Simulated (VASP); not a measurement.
Wanted: the native input for a VASP 6.6.1 run.

| Item | Value |
| --- | --- |
| Task | single point |
| Functional | PBE |
| Potentials or basis | VASP PAW PBE potentials, release 64 (Sn_d, Te) |
| Cutoff | 520 eV |
| k mesh | 4 × 4 × 2 |
| Occupations | gaussian, width 0.1 eV |
| Spin | no spin polarisation |
| Dipole correction | no |
| Further INCAR settings | ALGO = Normal; EDIFF = 1e-06; NBANDS = 31 |

The structure of SnTe5 lies in POSCAR:

```
SnTe5
1.0
    3.8469374928      0.0000000000      0.0000000000
    0.0000000000      3.8469374928      0.0000000000
    0.0000000000      0.0000000000     11.7962057954
Sn Te
1 5
Direct
    0.5000000000      0.5000000000      0.0000000000
    0.5000000000      0.5000000000      0.3407595179
    0.5000000000      0.5000000000      0.6592404821
    0.0000000000      0.0000000000      0.1591770636
    0.0000000000      0.0000000000      0.8408229364
    0.0000000000      0.0000000000      0.5000000000
```

These files were run (other wordings do the same):

INCAR

```
SYSTEM = SnTe5
PREC = Accurate ; ENCUT = 520
EDIFF = 1E-6 ; ISMEAR = 0
SIGMA = 0.1 ; LREAL = .FALSE.
LASPH = .TRUE. ; NELM = 60
ALGO = Normal ; ISIF = 2
LWAVE = .FALSE. ; LCHARG = .FALSE.
GGA = PE ; NBANDS = 31
```

KPOINTS

```
regular mesh
0
G
  4 4 2
  0 0 0
```

Potentials or basis: VASP PAW PBE potentials, release 64 (Sn_d, Te).

Run with:

```sh
$ cat potpaw_PBE.64/Sn_d/POTCAR potpaw_PBE.64/Te/POTCAR > POTCAR
$ mpirun -np 1 vasp_std > vasp.out
```

It gave:

```json
{"Pressure": "-0.1 GPa", "Largest force": "0.009 eV/Å", "Band gap on the k mesh": "zero (band 22 reaches 8.25 eV, above the bottom of band 23 at 5.95 eV)"}
```

Caveat: the k points lie up to 0.41 Å⁻¹ apart; spin-orbit coupling is left out, which moves the levels of the heavy elements.

Wall time 3.5 min on 1 thread of Intel Xeon 6975P-C, with other jobs on the host, peak memory 0.29 GiB.
